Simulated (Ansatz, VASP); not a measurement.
**Two plane-wave programs on NaSr**

```
Na Sr
1.0
     0.00000    4.57833    4.57833
     4.57833    0.00000    4.57833
     4.57833    4.57833    0.00000
Na Sr
2 2
Direct
  0.00000 0.00000 0.00000
  0.25000 0.25000 0.25000
  0.50000 0.50000 0.50000
  0.75000 0.75000 0.75000
```

Alike in both runs: functional PBE; k mesh 10 × 10 × 10; occupations gaussian, width 0.1 eV; no spin polarisation.

Ansatz relaxed the structure, and its values are those at the end. VASP's run is a single point on that final structure, the one shown.

|  | VASP | Ansatz |
| --- | --- | --- |
| version | VASP 6.6.1 | Ansatz 0.2.0 |
| potentials or method | VASP PAW PBE potentials, release 64 (Na_pv, Sr_sv), cutoff 520 eV | scalar-relativistic, plane waves, PAW |
| valence electrons in the cell | 34 | 38 |

|  | VASP | Ansatz | Ansatz less VASP |
| --- | --- | --- | --- |
| gap on the k mesh at the Fermi level (eV) | none | none | - |
| pressure (GPa) | 0.0 | 0.0 | 0.00 |

A gap of «none» marks a metal or a gap that the smearing closes. VASP's potentials hold 34 valence electrons a cell and Ansatz's 38, so a difference there can come from the potentials and not from the codes.
